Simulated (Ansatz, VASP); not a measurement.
## Co in VASP and in Ansatz

```
Co
1.0
     2.49352    0.00000    0.00000
    -1.24676    2.15945    0.00000
     0.00000    0.00000    4.02778
Co
2
Direct
  0.33333 0.66667 0.25000
  0.66667 0.33333 0.75000
```

Alike in both runs: task single point; functional PBE; k mesh 14 × 14 × 8; collinear spin.

|  | VASP | Ansatz |
| --- | --- | --- |
| version | VASP 6.6.1 | Ansatz 0.2.0 |
| potentials or method | VASP PAW PBE potentials, release 64 (Co), cutoff 520 eV | plane waves (420 eV) with PAW, scalar-relativistic |
| occupations | methfessel-paxton of order 1, width 1 eV | cold, width 1 eV |
| valence electrons in the cell | 18 | 34 |

|  | VASP | Ansatz | Ansatz less VASP |
| --- | --- | --- | --- |
| pressure (GPa) | -0.7 | -0.5 | +0.24 |
| traceless stress, the component that is largest in VASP (GPa) | 1.35 | 2.80 | +1.452 |
| net moment per atom (μB) | 1.62 | 1.65 | +0.027 |
| size of the moment on the site where the two differ most (μB) | 1.64 | 1.72 | +0.077 |

Site moments also hang on the region over which each program counts them. VASP's potentials hold 18 valence electrons a cell and Ansatz's 34, so a difference there can come from the potentials and not from the codes. Ansatz's warnings: stability check not made.
